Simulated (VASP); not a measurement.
A run of VASP 6.6.1:

INCAR

```
PREC = Accurate
ENCUT = 600
EDIFF = 1E-6
ISMEAR = 0
SIGMA = 0.1
LREAL = F
LASPH = T
NELM = 80
ALGO = Normal
ISIF = 3
LWAVE = F
LCHARG = F
GGA = PE
IBRION = 2
NSW = 90
EDIFFG = -0.04
```

Contents of KPOINTS:

```
regular mesh
0
Gamma
  4 4 4
```

The input POSCAR:

```
TiIn4
1.0
    5.1153572100      0.0000000000      0.0000000000
    0.0000000000      5.1153572100      0.0000000000
    0.0000000000      0.0000000000      5.1153572100
Ti In
1 4
Direct
    0.5000000000      0.5000000000      0.5000000000
    0.0000000000      0.5000000000      0.5000000000
    0.5000000000      0.0000000000      0.5000000000
    0.5000000000      0.5000000000      0.0000000000
    0.0000000000      0.0000000000      0.0000000000
```

Potentials or basis: VASP PAW PBE potentials, release 64 (Ti_sv, In_d).

Launch:

```sh
$ cat potpaw_PBE.64/Ti_sv/POTCAR potpaw_PBE.64/In_d/POTCAR > POTCAR
$ mpirun -np 1 vasp_std > vasp.out
```

Hardware: 1 thread of Intel(R) Xeon(R) Platinum 8259CL CPU @ 2.50GHz (Skylake/Cascade Lake), with other jobs on the host.

Question: Estimate the wall time of this run.

Answer: It took 4.2 min on 1 thread of Intel(R) Xeon(R) Platinum 8259CL CPU @ 2.50GHz (Skylake/Cascade Lake), with other jobs on the host, peak memory 0.29 GiB. Counts: scf iterations 47, k points 10, ion steps 3.
